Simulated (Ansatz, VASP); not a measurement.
## Pt: VASP beside Ansatz

INCAR

```
SYSTEM = Pt
PREC = Accurate
ENCUT = 520
EDIFF = 1E-6
ISMEAR = 0
SIGMA = 0.15
LREAL = .FALSE.
LASPH = .TRUE.
NELM = 80
ALGO = Normal
ISIF = 2
LWAVE = .FALSE.
LCHARG = .FALSE.
NBANDS = 11
```

KPOINTS

```
regular mesh
0
G
  22 22 22
  0 0 0
```

Contents of POSCAR:

```
Pt
1.0
    0.0000000000      2.1579307026      1.5845685149
    2.1579307026      0.0000000000      1.5845685149
    2.1579307026      2.1579307026      0.0000000000
Pt
1
Direct
    0.0000000000      0.0000000000      0.0000000000
```

Input for Ansatz:

```yaml
crystal:
  lattice:
    - [0.0, 2.1579307026, 1.5845685149]
    - [2.1579307026, 0.0, 1.5845685149]
    - [2.1579307026, 2.1579307026, 0.0]
  atoms:
    - { symbol: Pt, position: [0.0, 0.0, 0.0] }
basis:
  ecutwfc: 420
kpoints:
  mp_grid: { grid: [22, 22, 22] }
hamiltonian:
  xc: lda
scf:
  occupations: { method: gaussian, width: 0.15 }
output:
  forces: true
  stress: true
  eigenvalues: true
```

Alike in both runs: task single point; functional LDA; k mesh 22 × 22 × 22; occupations gaussian, width 0.15 eV; no spin polarisation.

```csv
,VASP,Ansatz
version,VASP 6.6.1,Ansatz 0.2.0
potentials or method,"VASP PAW LDA potentials, release 64 (Pt), cutoff 520 eV","scalar-relativistic, plane waves, PAW"
valence electrons in the cell,10,18
```

Ansatz gave:

* gap on the k mesh at the Fermi level (eV): none
* pressure (GPa): 3.3
* traceless stress, the component that is largest in VASP (GPa): 2.80

Question: What did VASP give for the same quantities?

Answer: gap on the k mesh at the Fermi level (eV): none; pressure (GPa): 4.1; traceless stress, the component that is largest in VASP (GPa): 2.79.

LDA's correlation is that of Perdew and Zunger in VASP and of Perdew and Wang (1992) in Ansatz. A gap of «none» marks a metal or a gap that the smearing closes. VASP's potentials hold 10 valence electrons a cell and Ansatz's 18, so a difference there can come from the potentials and not from the codes.

Neither program's run includes spin-orbit coupling.
